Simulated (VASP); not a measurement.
Wanted: the native input for a VASP 6.6.1 run.

```
Task                   : single point
Functional             : PBE
Dispersion             : D3(BJ)
Potentials or basis    : VASP PAW PBE potentials, release 64 (Mg, Se)
Cutoff                 : 600 eV
k mesh                 : 4 × 4 × 4
Occupations            : tetrahedron
Spin                   : no spin polarisation
Dipole correction      : no
Further INCAR settings : ALGO = Normal; EDIFF = 1e-06; NBANDS = 11
```

The structure of MgSe lies in POSCAR:

```
MgSe
1.0
    0.0000000000      2.7337235204      2.7337235204
    2.7337235204      0.0000000000      2.7337235204
    2.7337235204      2.7337235204      0.0000000000
Mg Se
1 1
Direct
    0.0000000000      0.0000000000      0.0000000000
    0.5000000000      0.5000000000      0.5000000000
```

One way to write it, as run:

INCAR

```
ALGO = Normal
EDIFF = 1E-6
ENCUT = 600
GGA = PE
GGA_COMPAT = F
ISIF = 2
ISMEAR = -5
IVDW = 12
LASPH = T
LCHARG = F
LREAL = F
LWAVE = F
NBANDS = 11
NELM = 120
PREC = Accurate
SIGMA = 0.1
```

KPOINTS

```
k-points
0
Gamma
  4 4 4
```

Potentials or basis: VASP PAW PBE potentials, release 64 (Mg, Se).

Launch:

```sh
$ cat potpaw_PBE.64/Mg/POTCAR potpaw_PBE.64/Se/POTCAR > POTCAR
$ mpirun -np 1 vasp_std > vasp.out
```

It gave:

```
Pressure                   : -1.2 GPa
Band gap on the k mesh     : 1.75 eV, indirect (least direct gap 2.52 eV)
Dispersion energy per atom : -0.370 eV
```

Caveat: the k points lie up to 0.50 Å⁻¹ apart.

Run time: 9.3 s on 1 thread of Intel(R) Xeon(R) Platinum 8375C CPU @ 2.90GHz (Ice Lake), with other jobs on the host, peak memory 0.18 GiB.
